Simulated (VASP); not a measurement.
# Co2Si (Pnma) in VASP: single point with PBE

Aim: the single point of Co2Si with PBE.

Everything below comes from runs of VASP 6.6.1. Logs are shortened: lines on timing, memory, paths and dates and some standing lists are left out, and cuts for length are marked.

## 1. The cell of the first run

Symmetry: Pnma, No. 62, orthorhombic system. Conventional cell: a = 4.918 Å, b = 3.738 Å, c = 7.109 Å, α = 90.00°, β = 90.00°, γ = 90.00°. Si (site symmetry m) has 11 Co at 2.32 to 3.25 Å and 4 Si at 3.15 Å within 3.3 Å. Co (site symmetry m) has 5 Si at 2.34 to 2.57 Å and 8 Co at 2.50 to 2.68 Å within 3.1 Å. Within 3.1 Å of Co (site symmetry m) lie 5 Si at 2.32 to 2.62 Å and 8 Co at 2.54 to 2.68 Å.

## 2. Single point, PBE, collinear spin, ferromagnetic start

Contents of INCAR:

```
SYSTEM = Co2Si
PREC     = Accurate       ! precision mode
ENCUT    = 520            ! plane-wave cutoff, eV
EDIFF    = 1E-6           ! SCF threshold, eV
ISMEAR   = -1             ! smearing method
SIGMA    = 0.05           ! smearing width, eV
LREAL    = .False.        ! projectors in reciprocal space
LASPH    = .True.         ! aspherical terms in the spheres
NELM     = 150            ! most SCF steps
ALGO     = Normal         ! electronic algorithm
ISIF     = 2              ! what is computed and relaxed
LWAVE    = .False.        ! write WAVECAR
LCHARG   = .True.         ! write CHGCAR
ISPIN    = 2              ! spin polarisation
MAGMOM   = 0 0 0 0 3 3 3 3 3 3 3 3 ! initial moments
LORBIT   = 11             ! projections on sites
LMAXMIX  = 4              ! l up to which the mixer works
GGA      = PE             ! functional
LELF     = .True.         ! ELF
LVHAR    = .True.       
NBANDS   = 60             ! bands
```

Contents of KPOINTS:

```
Automatic mesh
0
Gamma
  4 5 3
  0 0 0
```

Contents of POSCAR:

```
Co2Si
1.0
    4.9180000000      0.0000000000      0.0000000000
    0.0000000000      3.7380000000      0.0000000000
    0.0000000000      0.0000000000      7.1090000000
Si Co
4 8
Direct
    0.2980000000      0.7500000000      0.6110000000
    0.7020000000      0.2500000000      0.3890000000
    0.2020000000      0.2500000000      0.1110000000
    0.7980000000      0.7500000000      0.8890000000
    0.9620000000      0.7500000000      0.2180000000
    0.0380000000      0.2500000000      0.7820000000
    0.5380000000      0.2500000000      0.7180000000
    0.4620000000      0.7500000000      0.2820000000
    0.8260000000      0.7500000000      0.5620000000
    0.1740000000      0.2500000000      0.4380000000
    0.6740000000      0.2500000000      0.0620000000
    0.3260000000      0.7500000000      0.9380000000
```

Potentials or basis: VASP PAW PBE potentials, release 64 (Si, Co).

Run with:

```
$ cat potpaw_PBE.64/Si/POTCAR potpaw_PBE.64/Co/POTCAR > POTCAR
$ mpirun -np 1 vasp_std > vasp.out
```

OUTCAR:

```text
SYSTEM = Co2Si
   PREC = Accurate
   ENCUT = 520
   EDIFF = 1E-6
   ISMEAR = -1
   LREAL = .False.
   LASPH = .True.
   NELM = 150
   ISIF = 2
   ISPIN = 2
   LORBIT = 11
   GGA = PE

 ion  position               nearest neighbor table
   1  0.298  0.750  0.611-  10 2.32  10 2.32  12 2.33   7 2.34   7 2.34   9 2.35   8 2.47   6 2.57
                             6 2.57   9 2.62
   2  0.702  0.250  0.389-   9 2.32   9 2.32  11 2.33   8 2.34   8 2.34  10 2.35   7 2.47   5 2.57
                             5 2.57  10 2.62
   3  0.202  0.250  0.111-  12 2.32  12 2.32  10 2.33   5 2.34   5 2.34  11 2.35   6 2.47   8 2.57
                             8 2.57  11 2.62
   4  0.798  0.750  0.889-  11 2.32  11 2.32   9 2.33   6 2.34   6 2.34  12 2.35   5 2.47   7 2.57
                             7 2.57  12 2.62
   5  0.962  0.750  0.218-   3 2.34   3 2.34   4 2.47   8 2.50   8 2.50   9 2.54   2 2.57   2 2.57
                            11 2.59  11 2.59  10 2.65  10 2.65  12 2.68
   6  0.038  0.250  0.782-   4 2.34   4 2.34   3 2.47   7 2.50   7 2.50  10 2.54   1 2.57   1 2.57
                            12 2.59  12 2.59   9 2.65   9 2.65  11 2.68
   7  0.538  0.250  0.718-   1 2.34   1 2.34   2 2.47   6 2.50   6 2.50  11 2.54   4 2.57   4 2.57
                             9 2.59   9 2.59  12 2.65  12 2.65  10 2.68
   8  0.462  0.750  0.282-   2 2.34   2 2.34   1 2.47   5 2.50   5 2.50  12 2.54   3 2.57   3 2.57
                            10 2.59  10 2.59  11 2.65  11 2.65   9 2.68
   9  0.826  0.750  0.562-   2 2.32   2 2.32   4 2.33   1 2.35   5 2.54   7 2.59   7 2.59   1 2.62
                             6 2.65   6 2.65   8 2.68  10 2.68  10 2.68
  10  0.174  0.250  0.438-   1 2.32   1 2.32   3 2.33   2 2.35   6 2.54   8 2.59   8 2.59   2 2.62
                             5 2.65   5 2.65   7 2.68   9 2.68   9 2.68
  11  0.674  0.250  0.062-   4 2.32   4 2.32   2 2.33   3 2.35   7 2.54   5 2.59   5 2.59   3 2.62
                             8 2.65   8 2.65   6 2.68  12 2.68  12 2.68
  12  0.326  0.750  0.938-   3 2.32   3 2.32   1 2.33   4 2.35   8 2.54   6 2.59   6 2.59   4 2.62
                             7 2.65   7 2.65   5 2.68  11 2.68  11 2.68

  LATTYP: Found a simple orthorhombic cell.
 ALAT       =     3.7380000000
 B/A-ratio  =     1.3156768325
 C/A-ratio  =     1.9018191546

  Lattice vectors:

 A1 = (   0.0000000000,  -3.7380000000,   0.0000000000)
 A2 = (   4.9180000000,   0.0000000000,   0.0000000000)
 A3 = (   0.0000000000,   0.0000000000,   7.1090000000)

Analysis of symmetry for initial positions (statically):
=====================================================================
 Subroutine PRICEL returns:
 Original cell was already a primitive cell.

 Routine SETGRP: Setting up the symmetry group for a
 simple orthorhombic supercell.

 Subroutine GETGRP returns: Found  8 space group operations
 (whereof  2 operations were pure point group operations)
[... 1267 lines left out ...]

 spin component 2

 k-point     1 :       0.0000    0.0000    0.0000
  band No.  band energies     occupation
      1      -0.9514      1.00000
      2       1.5269      1.00000
      3       1.6591      1.00000
      4       3.6331      1.00000
      5       5.2487      1.00000
      6       5.6234      1.00000
[... 1051 lines left out ...]
     55      15.7155      0.00000
     56      15.7155      0.00000
 [bands above 56 left out]

------------------------ aborting loop because EDIFF is reached ----------------------------------------

  FORCE on cell =-STRESS in cart. coord.  units (eV):
  Direction    XX          YY          ZZ          XY          YZ          ZX
  --------------------------------------------------------------------------------------
  -------------------------------------------------------------------------------------
  Total       -3.9815187     -4.5900119     -3.9040356      0.0000000      0.0000000      0.0000000
  in kB      -48.8115952    -56.2714437    -47.8616882      0.0000000      0.0000000      0.0000000
  external PRESSURE =     -50.9815757 kB  Pullay stress =       0.0000000 kB

 VOLUME and BASIS-vectors are now :
 -----------------------------------------------------------------------------
  energy-cutoff  :      520.00
  volume of cell :      130.69
      direct lattice vectors                 reciprocal lattice vectors
     4.918000000  0.000000000  0.000000000     0.203334689  0.000000000  0.000000000
     0.000000000  3.738000000  0.000000000     0.000000000  0.267522739  0.000000000
     0.000000000  0.000000000  7.109000000     0.000000000  0.000000000  0.140666760

 POSITION                                       TOTAL-FORCE (eV/Angst)
 -----------------------------------------------------------------------------------
      1.46556      2.80350      4.34360        -0.110749     -0.000000     -0.243253
      3.45244      0.93450      2.76540         0.110749      0.000000      0.243253
      0.99344      0.93450      0.78910         0.110749      0.000000     -0.243253
      3.92456      2.80350      6.31990        -0.110749      0.000000      0.243253
      4.73112      2.80350      1.54976         0.003551      0.000000     -0.078198
      0.18688      0.93450      5.55924        -0.003551     -0.000000      0.078198
      2.64588      0.93450      5.10426        -0.003551      0.000000     -0.078198
      2.27212      2.80350      2.00474         0.003551      0.000000      0.078198
      4.06227      2.80350      3.99526         0.003497      0.000000     -0.046982
      0.85573      0.93450      3.11374        -0.003497     -0.000000      0.046982
      3.31473      0.93450      0.44076        -0.003497      0.000000     -0.046982
      1.60327      2.80350      6.66824         0.003497      0.000000      0.046982
 -----------------------------------------------------------------------------------
    total drift:                               -0.000000     -0.000000     -0.000000

  FREE ENERGIE OF THE ION-ELECTRON SYSTEM (eV)
  ---------------------------------------------------
  free  energy   TOTEN  =       -83.4230505650 eV

  energy  without entropy=      -83.3390041436  energy(sigma->0) =      -83.38102735

 total charge

# of ion       s       p       d       tot
------------------------------------------
    1        0.729   0.893   0.000   1.622
    2        0.729   0.893   0.000   1.622
    3        0.729   0.893   0.000   1.622
    4        0.729   0.893   0.000   1.622
    5        0.429   0.541   7.429   8.398
    6        0.429   0.541   7.429   8.398
    7        0.429   0.541   7.429   8.398
    8        0.429   0.541   7.429   8.398
    9        0.446   0.565   7.477   8.487
   10        0.446   0.565   7.477   8.487
   11        0.446   0.565   7.477   8.487
   12        0.446   0.565   7.477   8.487
--------------------------------------------------
tot          6.416   7.995  59.620  74.031

 magnetization (x)

# of ion       s       p       d       tot
------------------------------------------
    1       -0.004  -0.018   0.000  -0.022
    2       -0.004  -0.018   0.000  -0.022
    3       -0.004  -0.018   0.000  -0.022
    4       -0.004  -0.018   0.000  -0.022
    5       -0.001  -0.007   0.528   0.520
    6       -0.001  -0.007   0.528   0.520
    7       -0.001  -0.007   0.528   0.520
    8       -0.001  -0.007   0.528   0.520
    9       -0.004  -0.013   0.313   0.296
   10       -0.004  -0.013   0.313   0.296
   11       -0.004  -0.013   0.313   0.296
   12       -0.004  -0.013   0.313   0.296
--------------------------------------------------
tot         -0.033  -0.151   3.364   3.179
```

OSZICAR:

```text
N       E                     dE             d eps       ncg     rms          rms(c)
DAV:   1     0.693581755470E+03    0.69358E+03   -0.37455E+04  4320   0.182E+03
DAV:   2    -0.186963691958E+02   -0.71228E+03   -0.67730E+03  4320   0.394E+02
[... 11 lines left out ...]
DAV:  14    -0.834230177566E+02    0.57141E-04   -0.86190E-04  5352   0.254E-01    0.127E-01
DAV:  15    -0.834230488067E+02   -0.31050E-04   -0.33165E-04  5388   0.165E-01    0.650E-02
DAV:  16    -0.834230573316E+02   -0.85249E-05   -0.90059E-05  4988   0.907E-02    0.345E-02
DAV:  17    -0.834230525520E+02    0.47796E-05   -0.20380E-05  5608   0.501E-02    0.133E-02
DAV:  18    -0.834230507885E+02    0.17635E-05   -0.49875E-06  3952   0.173E-02    0.693E-03
DAV:  19    -0.834230505650E+02    0.22351E-06   -0.62637E-07  2408   0.830E-03
   1 F= -.83423051E+02 E0= -.83381027E+02  d E =-.840464E-01  mag=     3.0064
```

It took 5.4 min on 1 thread of Intel Xeon Platinum 8375C at 2.90GHz (Ice Lake), shared host; peak memory 0.39 GiB.

What came out:

| Quantity | Value |
| --- | --- |
| Free energy | -83.4231 eV |
| Pressure | -5.1 GPa |
| Largest force | 0.267 eV/Å |
| Net moment | 3.01 μB per cell |
| Site moments | Si -0.02; Co +0.52, +0.30 (each value once) μB |
| Valence electrons inside the program's atomic spheres | Si 1.62; Co 8.40, 8.49 (each value once) |

Forces in eV/Å, atoms in the order of the input:
```
Si  -0.111  0.000 -0.243
Si   0.111  0.000  0.243
Si   0.111  0.000 -0.243
Si  -0.111  0.000  0.243
Co   0.004  0.000 -0.078
Co  -0.004  0.000  0.078
Co  -0.004  0.000 -0.078
Co   0.004  0.000  0.078
Co   0.003  0.000 -0.047
Co  -0.003  0.000  0.047
Co  -0.003  0.000 -0.047
Co   0.003  0.000  0.047
```

Levels at points of the mesh, in eV from the Fermi level:
Spin up:
```csv
k point,band 43,band 44,band 45,band 46,band 47,band 48,band 49,band 50
"(0.00, 0.00, 0.00)",-0.34,-0.32,-0.21,-0.16,0.22,0.63,1.46,1.79
"(0.50, 0.00, 0.00)",-0.37,-0.37,-0.19,-0.19,2.03,2.03,2.56,2.56
```
Spin down:
| k point | band 38 | band 39 | band 40 | band 41 | band 42 | band 43 | band 44 | band 45 | band 46 | band 47 |
| --- | --- | --- | --- | --- | --- | --- | --- | --- | --- | --- |
| (0.00, 0.00, 0.00) | -0.51 | -0.48 | -0.20 | -0.17 | -0.04 | 0.03 | 0.27 | 0.38 | 0.41 | 0.68 |
| (0.50, 0.00, 0.00) | -0.52 | -0.20 | -0.20 | -0.03 | -0.03 | 0.08 | 0.08 | 0.39 | 0.39 | 2.31 |

Caveat: the cell stands under tension.
